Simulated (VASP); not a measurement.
AlAs: G0W0 quasiparticle levels with LDA

Crystal: AlAs.

```xyz
2
Lattice="0.0000 2.8389 2.8389 2.8389 0.0000 2.8389 2.8389 2.8389 0.0000" Properties=species:S:1:pos:R:3 pbc="T T T"
Al    0.0000    0.0000    0.0000
As    1.4195    1.4195    1.4195
```

```
Program                         : VASP 6.6.1
Task                            : G0W0 quasiparticle levels
Functional                      : LDA
Potentials or basis             : VASP PAW LDA potentials, release 64 (Al_GW, As_GW)
Cutoff                          : 500 eV
k mesh                          : 4 × 4 × 4
Occupations                     : gaussian, width 0.01 eV
Spin                            : no spin polarisation
Dipole correction               : no
GW scheme                       : G0W0
GW iterations                   : 1
Cutoff of the response function : 80
Frequency points                : 48
Empty bands                     : 60
Further INCAR settings          : ALGO = EVGW0; EDIFF = 1e-08; NBANDS = 64
```

```
Band gap on the k mesh, mean-field level : 1.32 eV, indirect (least direct gap 1.79 eV)
Quasiparticle gap                        : 1.78 eV
Least direct quasiparticle gap           : 2.78 eV
```

Levels at points of the mesh, in eV from the valence-band top:
```tsv
k point	band 1	band 2	band 3	band 4	band 5	band 6	band 7	band 8
(0.00, 0.00, 0.00)	-11.85	0.00	0.00	0.00	1.79	4.20	4.20	4.20
(0.50, 0.00, 0.00)	-10.45	-5.58	-0.82	-0.82	1.96	4.60	4.60	7.53
(0.50, 0.50, 0.00)	-9.90	-5.44	-2.17	-2.17	1.32	2.17	10.10	10.10
```

It took 2.8 min on 1 thread of Intel Xeon 8259CL (shared host), peak memory 0.47 GiB.

Caveat: the k points lie up to 0.48 Å⁻¹ apart; bands, screening cutoff and mesh are small and nothing is extrapolated, so the quasiparticle values aren't converged. A k mesh can miss the band edges.
